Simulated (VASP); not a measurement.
Input of a VASP 6.6.1 run:

File INCAR:

```
  PREC = Accurate
  ENCUT = 520
  EDIFF = 1E-7
  ISMEAR = 0
  SIGMA = 0.02
  LREAL = False
  LASPH = True
  NELM = 100
  ALGO = Normal
  ISIF = 2
  LWAVE = False
  LCHARG = False
  GGA = PS
  NBANDS = 26
```

KPOINTS

```
regular mesh
0
Gamma
  8 8 6
```

Contents of POSCAR:

```
ZnSe
1.0
    2.8307067855      2.8307067855      0.0000000000
   -2.8307067855      2.8307067855      0.0000000000
    0.0000000000      0.0000000000      5.5205823876
Zn Se
2 2
Direct
    0.0000000000      0.0000000000      0.0000000000
    0.5000000000      0.5000000000      0.5000000000
    0.5000000000      0.0000000000      0.2500000000
    0.0000000000      0.5000000000      0.7500000000
```

Potentials or basis: VASP PAW PBE potentials, release 64 (Zn, Se).

Run with:

```bash
$ cat potpaw_PBE.64/Zn/POTCAR potpaw_PBE.64/Se/POTCAR > POTCAR
$ mpirun -np 1 vasp_std > vasp.out
```

Problem. What does it give for the pressure?

Solution. 1.0 GPa.

Problem. What does it give for the band gap on the k mesh?

Solution. 1.22 eV.

Stress tensor (GPa, compression positive):
```
0.68 0.00 0.00
0.00 0.68 0.00
0.00 0.00 1.53
```

Caveat: the cell differs from its parent crystal (uniaxial strain along c: -2.0 %); the PAW data sets were made with another functional, which shifts forces and pressure a little.
